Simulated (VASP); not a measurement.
Input of a VASP 6.6.1 run:

The input INCAR:

```
PREC = Accurate
ENCUT = 520
EDIFF = 1E-6
ISMEAR = -1
SIGMA = 0.1
LREAL = False
LASPH = True
NELM = 80
ALGO = Normal
ISIF = 2
LWAVE = False
LCHARG = False
GGA = PE
NBANDS = 33
```

File KPOINTS:

```
regular mesh
0
Gamma
  5 5 8
```

Contents of POSCAR:

```
TaN
1.0
    5.1910000000      0.0000000000      0.0000000000
   -2.5955000000      4.4955378700      0.0000000000
    0.0000000000      0.0000000000      2.9080000000
Ta N
3 3
Direct
    0.0000000000      0.0000000000      0.0000000000
    0.3333333333      0.6666666667      0.5000000000
    0.6666666667      0.3333333333      0.5000000000
    0.5000000000      0.0000000000      0.0000000000
    0.5000000000      0.5000000000      0.0000000000
    0.0000000000      0.5000000000      0.0000000000
```

Potentials or basis: VASP PAW PBE potentials, release 64 (Ta_pv, N).

Launch:

```console
$ cat potpaw_PBE.64/Ta_pv/POTCAR potpaw_PBE.64/N/POTCAR > POTCAR
$ mpirun -np 1 vasp_std > vasp.out
```

Q: What does it give for the band gap on the k mesh?

A: Zero (bands 24 and 25 overlap by 2.13 eV).

Q: Predict the pressure.

A: 10.5 GPa.

Stress tensor (GPa, compression positive):
```
10.18  0.00  0.00
 0.00 10.18  0.00
 0.00  0.00 11.09
```

Caveat: the cell stands under pressure; spin-orbit coupling is left out, which moves the levels of the heavy elements.
